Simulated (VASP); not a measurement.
Write the native input for VASP 6.6.1 that does the following.

```yaml
Task: single point
Functional: r2SCAN
Potentials_or_basis: VASP PAW PBE potentials, release 64 (Sn_d)
Cutoff: 520 eV
k_mesh: 16 × 16 × 16
Occupations: gaussian, width 0.15 eV
Spin: no spin polarisation
Dipole_correction: no
Further_INCAR_settings: ALGO = Normal; EDIFF = 1e-06; NBANDS = 21
```

The system is Sn.

```xyz
2
Lattice="0.0000 3.2831 3.2831 3.1354 0.0000 3.2831 3.1354 3.2831 0.0000" Properties=species:S:1:pos:R:3 pbc="T T T"
Sn    3.1354    3.2831    3.2831
Sn    4.7030    4.9247    4.9247
```

This cell differs from its parent crystal: strain -0.0450 x Voigt [1, 0, 0, 0, 0, 0].

The input as run:

POSCAR

```
Sn
1.0
    0.0000000000      3.2831000381      3.2831000381
    3.1353605364      0.0000000000      3.2831000381
    3.1353605364      3.2831000381      0.0000000000
Sn
2
Direct
    0.5000000000      0.5000000000      0.5000000000
    0.7500000000      0.7500000000      0.7500000000
```

INCAR.step1

```
SYSTEM = Sn
PREC = Accurate
ENCUT = 520
ISMEAR = 0
SIGMA = 0.15
LREAL = .FALSE.
LASPH = .TRUE.
NELM = 80
NBANDS = 21
GGA = PE
ALGO = Normal
EDIFF = 1E-4
LWAVE = .TRUE.
LCHARG = .FALSE.
```

INCAR.step2

```
SYSTEM = Sn
PREC = Accurate
ENCUT = 520
EDIFF = 1E-6
ISMEAR = 0
SIGMA = 0.15
LREAL = .FALSE.
LASPH = .TRUE.
NELM = 80
ALGO = Normal
ISIF = 2
LWAVE = .FALSE.
LCHARG = .TRUE.
METAGGA = R2SCAN
LMIXTAU = .TRUE.
LELF = .TRUE.
LVHAR = .TRUE.
NBANDS = 21
ISTART = 1
```

KPOINTS

```
Automatic mesh
0
G
  16 16 16
  0 0 0
```

Potentials or basis: VASP PAW PBE potentials, release 64 (Sn_d).

Command:

```console
$ cat potpaw_PBE.64/Sn_d/POTCAR > POTCAR
$ cp INCAR.step1 INCAR
$ mpirun -np 1 vasp_std > vasp.out
$ cp INCAR.step2 INCAR
$ mpirun -np 1 vasp_std > vasp.out
```

It gave:

- Pressure: 2.2 GPa

Caveat: the cell differs from its parent crystal (strain -0.0450 x Voigt [1, 0, 0, 0, 0, 0]); the PAW data sets were made with another functional, which shifts forces and pressure a little.

Run time: 17 min on 1 thread of Intel(R) Xeon(R) Platinum 8259CL CPU @ 2.50GHz (Skylake/Cascade Lake), on a shared host, peak memory 0.51 GiB.
